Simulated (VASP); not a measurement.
Input of a VASP 6.6.1 run:

INCAR

```
ALGO = Normal
EDIFF = 1E-6
EDIFFG = -0.04
ENCUT = 600
GGA = PE
IBRION = 2
ISIF = 3
ISMEAR = 0
LASPH = True
LCHARG = False
LREAL = False
LWAVE = False
NELM = 100
NSW = 90
PREC = Accurate
SIGMA = 0.1
```

Contents of KPOINTS:

```
k-points
0
Gamma
  6 6 4
```

Contents of POSCAR:

```
C
1.0
    3.6654517400      0.0000000000      0.0000000000
   -1.8327258700      3.1743743300      0.0000000000
    0.0000000000      0.0000000000      4.2998023800
C
9
Direct
    0.1622339100      0.2467204500      0.3159473300
    0.7532795500      0.9155134700      0.6492806600
    0.0844865300      0.8377660900      0.9826140000
    0.7532795500      0.8377660900      0.3507193400
    0.0844865300      0.2467204500      0.0173860000
    0.1622339100      0.9155134700      0.6840526700
    0.6110530300      0.3889469700      0.3333333300
    0.6110530300      0.2221060600      0.6666666700
    0.7778939400      0.3889469700      0.0000000000
```

Potentials or basis: VASP PAW PBE potentials, release 64 (C).

Command:

```console
$ cat potpaw_PBE.64/C/POTCAR > POTCAR
$ mpirun -np 1 vasp_std > vasp.out
```

Task: Predict the relaxed volume.

Result: 8.91 Å³/atom.

Task: Estimate the space group after relaxing (to 0.1 Å).

Result: P3_112 (No. 151).

Forces on the atoms (eV/Å):
```
C   -0.013  0.002 -0.004
C    0.005 -0.012 -0.004
C    0.008  0.011 -0.004
C   -0.008  0.011  0.004
C    0.013  0.002  0.004
C   -0.005 -0.012  0.004
C   -0.016  0.010  0.000
C    0.000 -0.019  0.000
C    0.016  0.010  0.000
```

Caveat: the k points lie up to 0.32 Å⁻¹ apart in the final cell; the volume moved by over 15 % at a fixed basis, so the end points are rough; this functional lacks dispersion, which binds layers or chains, so the pressure and a relaxed spacing across them are unreliable.
